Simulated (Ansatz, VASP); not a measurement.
# One calculation of BaTe, two programs

```
Ba Te
1.0
     0.00000    3.57807    3.57807
     3.57807    0.00000    3.57807
     3.57807    3.57807    0.00000
Ba Te
1 1
Cartesian
  3.5781 3.5781 3.5781
  0.0000 0.0000 0.0000
```

Alike in both runs: task single point; functional r2SCAN; k mesh 6 × 6 × 6; occupations gaussian, width 0.05 eV; no spin polarisation.

|  | VASP | Ansatz |
| --- | --- | --- |
| version | VASP 6.6.1 | Ansatz 0.2.0 |
| potentials or method | VASP PAW PBE potentials, release 64 (Ba_sv, Te), cutoff 520 eV | scalar-relativistic, plane waves, PAW |
| valence electrons in the cell | 16 | 26 |

```tsv
	VASP	Ansatz	Ansatz less VASP
gap on the k mesh at the Fermi level (eV)	2.01	2.07	+0.066
least direct gap on the mesh (eV)	2.39	2.43	+0.041
pressure (GPa)	-0.8	-1.1	-0.27
```

VASP's potentials were made for PBE, not for r2SCAN. The functional is the same, so the differences come from potentials, cutoffs and numerics. VASP's potentials hold 16 valence electrons a cell and Ansatz's 26, so a difference there can come from the potentials and not from the codes.

Spin-orbit coupling is off throughout.
